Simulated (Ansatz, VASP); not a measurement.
# Pt: VASP beside Ansatz

```
Pt
1.0
     0.00000    1.94683    1.91276
     2.00037    0.00000    1.91276
     2.00037    1.94683    0.00000
Pt
1
Direct
  0.00000 0.00000 0.00000
```

Change from the starting cell: normal strain along x +0.0275, normal strain along z -0.0175.

Alike in both runs: task single point; functional LDA; k mesh 20 × 20 × 20; occupations gaussian, width 0.15 eV; no spin polarisation.

|  | VASP | Ansatz |
| --- | --- | --- |
| version | VASP 6.6.1 | Ansatz 0.2.0 |
| potentials or method | VASP PAW LDA potentials, release 64 (Pt), cutoff 520 eV | scalar-relativistic, plane waves, PAW |
| valence electrons in the cell | 10 | 18 |

Ansatz gave:

* gap on the k mesh at the Fermi level (eV): none
* pressure (GPa): -2.5
* traceless stress, the component that is largest in VASP (GPa): -2.81

**Question.** Which values does VASP return?

**Answer.** gap on the k mesh at the Fermi level (eV): none; pressure (GPa): -1.8; traceless stress, the component that is largest in VASP (GPa): -2.82.

LDA's correlation is that of Perdew and Zunger in VASP and of Perdew and Wang (1992) in Ansatz. A gap of «none» marks a metal or a gap that the smearing closes. VASP's potentials hold 10 valence electrons a cell and Ansatz's 18, so a difference there can come from the potentials and not from the codes.

Neither program's run includes spin-orbit coupling.
